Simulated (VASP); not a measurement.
Wanted: the native input for a VASP 6.6.1 run.

| Quantity | Value |
| --- | --- |
| Task | single point |
| Functional | PBE |
| Potentials or basis | VASP PAW PBE potentials, release 64 (Au, Fe) |
| Cutoff | 520 eV |
| k mesh | 11 × 11 × 11 |
| Occupations | fermi-dirac, width 0.05 eV |
| Spin | collinear spin, ferromagnetic start |
| Starting moments | [0.0, 3.0] μB |
| Dipole correction | no |
| Further INCAR settings | ALGO = Normal; EDIFF = 1e-07; NBANDS = 20 |

The structure of FeAu lies in POSCAR:

```
FeAu
1.0
    1.4117478522      0.8150730025      4.4694532999
   -1.4117478522      0.8150730025      4.4694532999
    0.0000000000     -1.6301460050      4.4694532999
Au Fe
1 1
Direct
    0.0000000000      0.0000000000      0.0000000000
    0.5000000000      0.5000000000      0.5000000000
```

One way to write it, as run:

INCAR

```
  PREC = Accurate
  ENCUT = 520
  EDIFF = 1E-7
  ISMEAR = -1
  SIGMA = 0.05
  LREAL = False
  LASPH = True
  NELM = 150
  ALGO = Normal
  ISIF = 2
  LWAVE = False
  LCHARG = False
  ISPIN = 2
  MAGMOM = 0 3
  LORBIT = 11
  LMAXMIX = 4
  GGA = PE
  NBANDS = 20
```

KPOINTS

```
regular mesh
0
Gamma
  11 11 11
```

Potentials or basis: VASP PAW PBE potentials, release 64 (Au, Fe).

Run with:

```console
$ cat potpaw_PBE.64/Au/POTCAR potpaw_PBE.64/Fe/POTCAR > POTCAR
$ mpirun -np 1 vasp_std > vasp.out
```

Results of the run:

| Quantity | Value |
| --- | --- |
| Pressure | -1.3 GPa |
| Net moment | 2.90 μB per cell |
| Site moments | Au +0.04; Fe +2.89 μB |
| Valence electrons inside the program's atomic spheres | Au 9.74; Fe 6.83 |

It took 6.9 min on 1 thread of Intel(R) Xeon(R) Platinum 8259CL CPU @ 2.50GHz (Skylake/Cascade Lake), on a shared host, peak memory 0.35 GiB.
